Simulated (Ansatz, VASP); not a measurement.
# Two plane-wave programs on Bi2Te3

```
Bi Te
1.0
     2.22675    1.28562   10.02887
    -2.22675    1.28562   10.02887
     0.00000   -2.57123   10.02887
Bi Te
2 3
Direct
  0.18800 0.18800 0.18800
  0.59800 0.59800 0.59800
  0.38900 0.38900 0.38900
  0.80000 0.80000 0.80000
  0.00000 0.00000 0.00000
```

Alike in both runs: task single point; functional PBE; k mesh 6 × 6 × 6; occupations fermi-dirac, width 0.05 eV; no spin polarisation.

|  | VASP | Ansatz |
| --- | --- | --- |
| version | VASP 6.6.1 | Ansatz 0.2.0 |
| potentials or method | VASP PAW PBE potentials, release 64 (Bi_d, Te), cutoff 520 eV | plane waves, PAW |
| valence electrons in the cell | 48 | 78 |

Ansatz gave:

| Quantity | Value |
| --- | --- |
| pressure (GPa) | 0.4 |
| traceless stress, the component that is largest in VASP (GPa) | -0.66 |

Estimate VASP's values.

pressure (GPa): 0.4; traceless stress, the component that is largest in VASP (GPa): -0.67.

With one functional, cell and mesh, what is left measures potentials, basis and numerics. VASP's potentials hold 48 valence electrons a cell and Ansatz's 78, so a difference there can come from the potentials and not from the codes.

Neither program's run includes spin-orbit coupling.
